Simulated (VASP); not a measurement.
Runs of VASP 6.6.1 on Be2C. The structure is that of space group Fm-3m (No. 225), or close to it. The cells are those of the table. 

| level | cell | k mesh | cutoff (eV) | gap on the mesh (eV) | pressure (GPa) |
| --- | --- | --- | --- | --- | --- |
| r2SCAN | a = 3.086 Å, angles 60.0°, 3 atoms | 8 × 8 × 8 | 660 | (b) | -5.0 |
| r2SCAN | a = 3.055 Å, angles 60.0°, 3 atoms | 10 × 10 × 10 | 660 | 1.53 | 0.8 |
| r2SCAN | a = 3.025 Å, angles 60.0°, 3 atoms | 8 × 8 × 8 | 660 | 1.54 | 7.4 |
| r2SCAN | a = 2.993 Å, angles 60.0°, 3 atoms | 8 × 8 × 8 | 660 | 1.56 | 15.0 |
| r2SCAN | a = 3.115 Å, angles 60.0°, 3 atoms | 8 × 8 × 8 | 660 | 1.50 | (a) |
| r2SCAN | a = 3.055 Å, angles 60.0°, 3 atoms | 8 × 8 × 8 | 660 | 1.53 | 0.8 |
| PBE | a = 3.061 Å, angles 60.0°, 3 atoms | 8 × 8 × 8 | 600 | 1.16 | 0.3 |
| PBE | a = 3.091 Å, angles 60.0°, 3 atoms | 8 × 8 × 8 | 600 | 1.15 | -5.4 |
| PBE | a = 3.055 Å, angles 60.0°, 3 atoms | 10 × 10 × 10 | 600 | 1.16 | 1.3 |
| PBE | a = 3.030 Å, angles 60.0°, 3 atoms | 8 × 8 × 8 | 600 | 1.17 | 6.8 |
| PBE | a = 3.121 Å, angles 60.0°, 3 atoms | 8 × 8 × 8 | 600 | 1.13 | -10.4 |
| PBE | a = 2.998 Å, angles 60.0°, 3 atoms | 8 × 8 × 8 | 600 | (c) | 14.2 |

Alike in all rows: task single point; potentials or basis VASP PAW PBE potentials, release 64 (Be, C); no spin polarisation; smearing gaussian 0.01 eV.

Problem. Estimate the missing entries.

Solution. (a) -10.1; (b) 1.51; (c) 1.18.

Caveats: the PAW data sets were made with another functional, which shifts forces and pressure a little (some runs).

A k mesh can miss the band edges.
